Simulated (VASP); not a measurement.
The system is Na.

```
CELL_PARAMETERS angstrom
0.00000 2.69500 2.69500
2.69500 0.00000 2.69500
2.69500 2.69500 0.00000
ATOMIC_POSITIONS crystal
Na 0.00000 0.00000 0.00000
```

This isn't the form of Na at room conditions, which is bcc.

- Program: VASP 6.6.1
- Task: relaxation of cell and atoms
- Functional: PBEsol
- Potentials or basis: VASP PAW PBE potentials, release 64 (Na_pv)
- Cutoff: 500 eV
- k mesh: 13 × 13 × 13
- Occupations: methfessel-paxton, width 0.05 eV
- Spin: no spin polarisation

At the start: pressure -0.5 GPa; volume 39.15 Å³/atom.

**Question.** How do energy, volume and symmetry change on relaxing?

**Answer.** Over 3 steps the energy falls by 4.7 meV/atom and the volume is 36.34 Å³/atom (-7.2 %); space group Fm-3m (No. 225, to 0.1 Å) before and after.

The path:
```csv
step,energy change (eV),largest force (eV/Å),pressure (GPa),volume (Å³)
1,0.0000,0.0000,-0.52,39.15
2,-0.0021,0.0000,-0.40,38.43
3,-0.0047,0.0000,-0.01,36.34
```

Final structure:
```cif
data_structure
_symmetry_space_group_name_H-M 'P 1'
_symmetry_Int_Tables_number 1
_cell_length_a 3.7180
_cell_length_b 3.7180
_cell_length_c 3.7180
_cell_angle_alpha 60.000
_cell_angle_beta 60.000
_cell_angle_gamma 60.000
_cell_volume 36.34
loop_
_atom_site_label
_atom_site_type_symbol
_atom_site_fract_x
_atom_site_fract_y
_atom_site_fract_z
_atom_site_occupancy
Na1 Na 0.00000 0.00000 0.00000 1
```

Caveat: the PAW data sets were made with another functional, which shifts forces and pressure a little.
